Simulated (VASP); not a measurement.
# CsIO (P4/nmm) in VASP: single point with PBE

Aim: the single point of CsIO with PBE.

All numbers are computed with VASP 6.6.1; they aren't measurements. Logs are shortened: lines on timing, memory, paths and dates and some standing lists are left out, and cuts for length are marked.

**1. The cell of the first run**

Symmetry: P4/nmm, No. 129, tetragonal system. The conventional cell has a = 4.271 Å, b = 4.271 Å, c = 9.801 Å, α = 90.00°, β = 90.00°, γ = 90.00°. I (site symmetry 4mm) has 5 Cs at 3.34 to 4.34 Å and 4 O at 4.05 Å and 8 I at 4.20 to 4.27 Å within 4.4 Å. Cs (site symmetry 4mm) has 4 O at 2.94 Å and 4 I at 3.34 Å within 3.9 Å. Within 4.1 Å of O (site symmetry -4m2) lie 4 Cs at 2.94 Å and 4 O at 3.02 Å and 4 I at 4.05 Å.

**2. Single point, PBE**

Contents of POSCAR:

```
CsIO
1.0
    4.2713340000      0.0000000000      0.0000000000
    0.0000000000      4.2713340000      0.0000000000
    0.0000000000      0.0000000000      9.8013850000
I Cs O
2 2 2
Direct
    0.2500000000      0.2500000000      0.6490000000
    0.7500000000      0.7500000000      0.3510000000
    0.2500000000      0.2500000000      0.2060000000
    0.7500000000      0.7500000000      0.7940000000
    0.7500000000      0.2500000000      0.0000000000
    0.2500000000      0.7500000000      0.0000000000
```

Contents of INCAR.step1:

```
SYSTEM = CsIO
ALGO     = Normal         ! electronic algorithm
EDIFF    = 1E-6           ! SCF threshold, eV
ENCUT    = 520            ! plane-wave cutoff, eV
GGA      = PE             ! functional
ISIF     = 2              ! what is computed and relaxed
ISMEAR   = -1             ! smearing method
LASPH    = .TRUE.         ! aspherical terms in the spheres
LCHARG   = .TRUE.         ! write CHGCAR
LREAL    = .FALSE.        ! projectors in reciprocal space
LWAVE    = .FALSE.        ! write WAVECAR
NBANDS   = 31             ! bands
NELM     = 100            ! most SCF steps
PREC     = Accurate       ! precision mode
SIGMA    = 0.0343         ! smearing width, eV
```

Contents of KPOINTS.step1:

```
k-points
0
G
  8 8 4
  0 0 0
```

Contents of INCAR.step2:

```
SYSTEM = CsIO
ALGO     = Normal         ! electronic algorithm
EDIFF    = 1E-6           ! SCF threshold, eV
ENCUT    = 520            ! plane-wave cutoff, eV
GGA      = PE             ! functional
ICHARG   = 11             ! starting density
ISIF     = 2              ! what is computed and relaxed
ISMEAR   = -5             ! smearing method
LASPH    = .TRUE.         ! aspherical terms in the spheres
LCHARG   = .FALSE.        ! write CHGCAR
LORBIT   = 11             ! projections on sites
LREAL    = .FALSE.        ! projectors in reciprocal space
LWAVE    = .FALSE.        ! write WAVECAR
NBANDS   = 31             ! bands
NEDOS    = 2001           ! points of the DOS
NELM     = 100            ! most SCF steps
PREC     = Accurate       ! precision mode
SIGMA    = 0.0343         ! smearing width, eV
```

Contents of KPOINTS.step2:

```
k-points
0
G
  12 12 6
  0 0 0
```

Potentials or basis: VASP PAW PBE potentials, release 64 (I, Cs_sv, O).

Command:

```console
cat potpaw_PBE.64/I/POTCAR potpaw_PBE.64/Cs_sv/POTCAR potpaw_PBE.64/O/POTCAR > POTCAR
cp INCAR.step1 INCAR
cp KPOINTS.step1 KPOINTS
mpirun -np 1 vasp_std > vasp.out
cp INCAR.step2 INCAR
cp KPOINTS.step2 KPOINTS
mpirun -np 1 vasp_std > vasp.out
```

OUTCAR:

```text
SYSTEM = CsIO
   EDIFF = 1E-6
   ENCUT = 520
   GGA = PE
   ICHARG = 11
   ISIF = 2
   ISMEAR = -5
   LASPH = .TRUE.
   LORBIT = 11
   LREAL = .FALSE.
   NELM = 100
   PREC = Accurate

 ion  position               nearest neighbor table
   1  0.250  0.250  0.649-   4 3.34   4 3.34   4 3.34   4 3.34
   2  0.750  0.750  0.351-   3 3.34   3 3.34   3 3.34   3 3.34
   3  0.250  0.250  0.206-   2 3.34   2 3.34   2 3.34   2 3.34
   4  0.750  0.750  0.794-   1 3.34   1 3.34   1 3.34   1 3.34
   5  0.750  0.250  0.000-
   6  0.250  0.750  0.000-

  LATTYP: Found a simple tetragonal cell.
 ALAT       =     4.2713340000
 C/A-ratio  =     2.2946894343

  Lattice vectors:

 A1 = (   4.2713340000,   0.0000000000,   0.0000000000)
 A2 = (   0.0000000000,   4.2713340000,   0.0000000000)
 A3 = (   0.0000000000,   0.0000000000,   9.8013850000)

Analysis of symmetry for initial positions (statically):
=====================================================================
 Subroutine PRICEL returns:
 Original cell was already a primitive cell.

 Routine SETGRP: Setting up the symmetry group for a
 simple tetragonal supercell.

 Subroutine GETGRP returns: Found 16 space group operations
 (whereof  4 operations were pure point group operations)
 out of a pool of 16 trial point group operations.

The static configuration has the point symmetry C_2h.
 The point group associated with its full space group is D_4h.

Analysis of symmetry for dynamics (positions and initial velocities):
=====================================================================
 Subroutine PRICEL returns:
 Original cell was already a primitive cell.

 Routine SETGRP: Setting up the symmetry group for a
 simple tetragonal supercell.

 Subroutine GETGRP returns: Found 16 space group operations
 (whereof  4 operations were pure point group operations)
 out of a pool of 16 trial point group operations.

The dynamic configuration has the point symmetry C_2h.
 The point group associated with its full space group is D_4h.

 Subroutine INISYM returns: Found 16 space group operations
 (whereof  4 operations are pure point group operations),
 and found     1 'primitive' translations

----------------------------------------------------------------------------------------

                                     Primitive cell

  volume of cell :     178.8194

  direct lattice vectors                    reciprocal lattice vectors
     4.271334000  0.000000000  0.000000000     0.234118896  0.000000000  0.000000000
     0.000000000  4.271334000  0.000000000     0.000000000  0.234118896  0.000000000
     0.000000000  0.000000000  9.801385000     0.000000000  0.000000000  0.102026397

  length of vectors
     4.271334000  4.271334000  9.801385000     0.234118896  0.234118896  0.102026397

  position of ions in fractional coordinates (direct lattice)
     0.250000000  0.250000000  0.649000000
     0.750000000  0.750000000  0.351000000
     0.250000000  0.250000000  0.206000000
     0.750000000  0.750000000  0.794000000
     0.750000000  0.250000000  0.000000000
     0.250000000  0.750000000  0.000000000

  ion indices of the primitive-cell ions
   primitive index   ion index
                 1           1
                 2           2
                 3           3
                 4           4
                 5           5
                 6           6

----------------------------------------------------------------------------------------

 KPOINTS: k-points

Automatic generation of k-mesh.
 Grid dimensions read from file:
 generate k-points for:   12   12    6

 Generating k-lattice:

  Cartesian coordinates                     Fractional coordinates (reciprocal lattice)
     0.019509908  0.000000000  0.000000000     0.083333333  0.000000000  0.000000000
     0.000000000  0.019509908  0.000000000     0.000000000  0.083333333  0.000000000
     0.000000000  0.000000000  0.017004400     0.000000000  0.000000000  0.166666667

  Length of vectors
     0.019509908  0.019509908  0.017004400

  Shift w.r.t. Gamma in fractional coordinates (k-lattice)
     0.000000000  0.000000000  0.000000000

 TETIRR: Found   1296 inequivalent tetrahedra from     5184

 Subroutine IBZKPT returns following result:
 ===========================================

 Found    112 irreducible k-points:

 Following reciprocal coordinates:
            Coordinates               Weight
  0.000000  0.000000  0.000000      1.000000
  0.083333  0.000000  0.000000      4.000000
  0.166667  0.000000  0.000000      4.000000
  0.250000  0.000000  0.000000      4.000000
  0.333333  0.000000  0.000000      4.000000
  0.416667  0.000000  0.000000      4.000000
[... 16 lines left out ...]
  0.333333  0.333333  0.000000      4.000000
  0.416667  0.333333  0.000000      8.000000
 [... further k-points ...]
   k-points           NKPTS =    112   k-points in BZ     NKDIM =    112   number of bands    NBANDS=     31
   number of dos      NEDOS =   2001   number of ions     NIONS =      6
   total plane-waves  NPLWV =  81920
   dimension x,y,z NGX =    32 NGY =   32 NGZ =   80
   dimension x,y,z NGXF=    64 NGYF=   64 NGZF=  160
   ions per type =               2   2   2
   NGX,Y,Z   is equivalent  to a cutoff of  12.45, 12.45, 13.57 a.u.
   NGXF,Y,Z  is equivalent  to a cutoff of  24.91, 24.91, 27.14 a.u.
 SYSTEM =  CsIO
   PREC   = accura    normal or accurate (medium, high low for compatibility)
   ISTART =      0    job   : 0-new  1-cont  2-samecut
   ICHARG =     11    charge: 1-file 2-atom 10-const
   ISPIN  =      1    spin polarized calculation?
   LNONCOLLINEAR =      F non collinear calculations
   LSORBIT =      F    spin-orbit coupling
   LASPH  =      T    aspherical Exc in radial PAW
   ENCUT  =  520.0 eV  38.22 Ry    6.18 a.u.   7.94  7.94 18.22*2*pi/ulx,y,z
   NELM   =    100;   NELMIN=  2; NELMDL=  0     # of ELM steps
   EDIFF  = 0.1E-05   stopping-criterion for ELM
   LREAL  =      F    real-space projection
   EDIFFG = 0.1E-04   stopping-criterion for IOM
   NSW    =      0    number of steps for IOM
   IBRION =     -1    ionic relax: 0-MD 1-quasi-New 2-CG
   NFREE  =      0    steps in history (QN), initial steepest desc. (CG)
   ISIF   =      2    stress and relaxation
   ISYM   =      2    0-nonsym 1-usesym 2-fastsym
   POTIM  = 0.5000    time-step for ionic-motion
   TEBEG  =    0.0;   TEEND  =   0.0 temperature during run
   PSTRESS=    0.0 pullay stress
   NELECT =      44.0000    total number of electrons
   NUPDOWN=      -1.0000    fix difference up-down
   EMIN   =  10.00;   EMAX   =-10.00  energy-range for DOS
   EFERMI =   0.00;   METHOD = LEGACY
   ISMEAR =    -5;   SIGMA  =   0.03  broadening in eV -4-tet -1-fermi 0-gaus
   EFERMI_NEDOS =   21; number of points for ismear=-14 and -15
   IALGO  =     38    algorithm
   IMIX   =      4    mixing-type and parameters
     AMIX     =   0.40;   BMIX     =  1.00
     AMIX_MAG =   1.60;   BMIX_MAG =  1.00
  volume/ion in A,a.u.               =      29.80       201.12
  Fermi-wavevector in a.u.,A,eV,Ry     =   1.025859  1.938592 14.318582  1.052386
  Thomas-Fermi vector in A             =   2.159721
   LORBIT       =     11    0 simple, 1 ext, 2 COOP (PROOUT), +10 PAW based schemes
   GGA     = PE    functional components
   LHFCALC =     F    Hartree Fock is set to
   AEXX    =    0.0000 exact exchange contribution
   IVDW    =     0    specifies the selected vdW correction
   LEPSILON=     F    determine dielectric tensor
   LRPA    =     F    only Hartree local field effects (RPA)
 non-spin polarized calculation
 Fermi weights with tetrahedron method with Bloechl corrections
  energy-cutoff  :      520.00
  volume of cell :      178.82
 maximum number of plane-waves:      4860
 NGX is ok and might be reduce to    32

 number of electron      43.9999990 magnetization

 Free energy of the ion-electron system (eV)
  ---------------------------------------------------
  ext. energy  EPLUGINS =         0.00000000
  ---------------------------------------------------
  free energy    TOTEN  =       -13.38872274 eV

  energy without entropy =      -13.38872274  energy(sigma->0) =      -13.38872274

 E-fermi :   0.9695     XC(G=0):  -8.7451

 val. band max:        0.9867406135   @ k =   0.0000   0.0000   0.1667
 cond. band min:       0.9495026991   @ k =   0.5000   0.1667   0.0000
 fundamental gap:     -0.0372379143
 Fermi energy:         0.9695401784

 k-point     1 :       0.0000    0.0000    0.0000
  band No.  band energies     occupation
      1     -18.1191      2.00000
      2     -18.0383      2.00000
      3     -14.4798      2.00000
      4     -14.0513      2.00000
      5     -10.4583      2.00000
      6     -10.1322      2.00000
[... 23 lines left out ...]
     30       9.6691      0.00000
     31       9.7226      0.00000

 k-point     2 :       0.0833    0.0000    0.0000
  band No.  band energies     occupation
      1     -18.1113      2.00000
      2     -18.0331      2.00000
      3     -14.4744      2.00000
      4     -14.0611      2.00000
      5     -10.4573      2.00000
      6     -10.1428      2.00000
[... 23 lines left out ...]
     30       9.3968      0.00000
     31       9.4142      0.00000

 k-point     3 :       0.1667    0.0000    0.0000
  band No.  band energies     occupation
      1     -18.0897      2.00000
      2     -18.0190      2.00000
      3     -14.4587      2.00000
      4     -14.0896      2.00000
      5     -10.4540      2.00000
      6     -10.1730      2.00000
[... 703 lines left out ...]
     30       9.8151      0.00000
     31      10.0018      0.00000

 k-point    24 :       0.4167    0.3333    0.0000
  band No.  band energies     occupation
      1     -17.9319      2.00000
      2     -17.9208      2.00000
      3     -14.3453      2.00000
      4     -14.2911      2.00000
      5     -10.1822      2.00000
      6     -10.1372      2.00000
[... 23 lines left out ...]
     30       9.8717      0.00000
     31      10.1875      0.00000

 [... further k-points ...]

------------------------ aborting loop because EDIFF is reached ----------------------------------------

  FORCE on cell =-STRESS in cart. coord.  units (eV):
  Direction    XX          YY          ZZ          XY          YZ          ZX
  --------------------------------------------------------------------------------------
  -------------------------------------------------------------------------------------
  Total        7.3604595      7.3604595      1.9975437      0.0000000     -0.0000000      0.0000000
  in kB       65.9479041     65.9479041     17.8974995      0.0000000     -0.0000000      0.0000000
  external PRESSURE =      49.9311026 kB  Pullay stress =       0.0000000 kB

 VOLUME and BASIS-vectors are now :
 -----------------------------------------------------------------------------
  energy-cutoff  :      520.00
  volume of cell :      178.82
      direct lattice vectors                 reciprocal lattice vectors
     4.271334000  0.000000000  0.000000000     0.234118896  0.000000000  0.000000000
     0.000000000  4.271334000  0.000000000     0.000000000  0.234118896  0.000000000
     0.000000000  0.000000000  9.801385000     0.000000000  0.000000000  0.102026397

 POSITION                                       TOTAL-FORCE (eV/Angst)
 -----------------------------------------------------------------------------------
      1.06783      1.06783      6.36110         0.000000     -0.000000     -1.405419
      3.20350      3.20350      3.44029         0.000000      0.000000      1.405419
      1.06783      1.06783      2.01909         0.000000     -0.000000     -1.429587
      3.20350      3.20350      7.78230         0.000000     -0.000000      1.429587
      3.20350      1.06783      0.00000         0.000000     -0.000000     -0.000000
      1.06783      3.20350      0.00000        -0.000000      0.000000     -0.000000
 -----------------------------------------------------------------------------------
    total drift:                                0.000000     -0.000000     -0.000000

  FREE ENERGIE OF THE ION-ELECTRON SYSTEM (eV)
  ---------------------------------------------------
  free  energy   TOTEN  =       -13.3887227369 eV

  energy  without entropy=      -13.3887227369  energy(sigma->0) =      -13.38872274

 total charge

# of ion       s       p       d       tot
------------------------------------------
    1        1.525   2.761   0.010   4.296
    2        1.525   2.761   0.010   4.296
    3        1.846   4.664   0.090   6.601
    4        1.846   4.664   0.090   6.601
    5        1.609   3.072   0.000   4.681
    6        1.609   3.072   0.000   4.681
--------------------------------------------------
tot          9.959  20.996   0.200  31.156
```

Wall time 5.3 min (1 thread of Intel Xeon Platinum 8559C (Emerald Rapids), shared host); peak memory 0.64 GiB.

What came out:

| Property | Result |
| --- | --- |
| Valence electrons inside the program's atomic spheres | I 4.30; Cs 6.60; O 4.68 |

Levels at points of the mesh, in eV from the Fermi level:
```tsv
k point	band 18	band 19	band 20	band 21	band 22	band 23	band 24	band 25	band 26	band 27
(0.00, 0.00, 0.00)	-0.20	-0.20	-0.08	-0.08	0.19	0.42	0.42	4.70	5.43	6.32
(0.50, 0.00, 0.00)	-0.60	-0.46	-0.46	-0.40	-0.40	0.07	0.07	6.16	6.16	6.69
(0.50, 0.50, 0.00)	-0.92	-0.79	-0.79	0.17	0.17	0.31	0.31	7.03	7.03	8.02
(0.00, 0.00, 0.50)	-0.43	-0.43	-0.35	0.25	0.25	0.27	0.27	5.01	5.04	6.54
(0.50, 0.00, 0.50)	-0.62	-0.37	-0.37	-0.25	-0.25	-0.06	-0.06	6.21	6.21	6.65
(0.50, 0.50, 0.50)	-0.58	-0.45	-0.45	-0.06	-0.06	0.31	0.31	6.95	6.95	8.02
```

Caveat: spin-orbit coupling is left out, which moves the levels of the heavy elements.
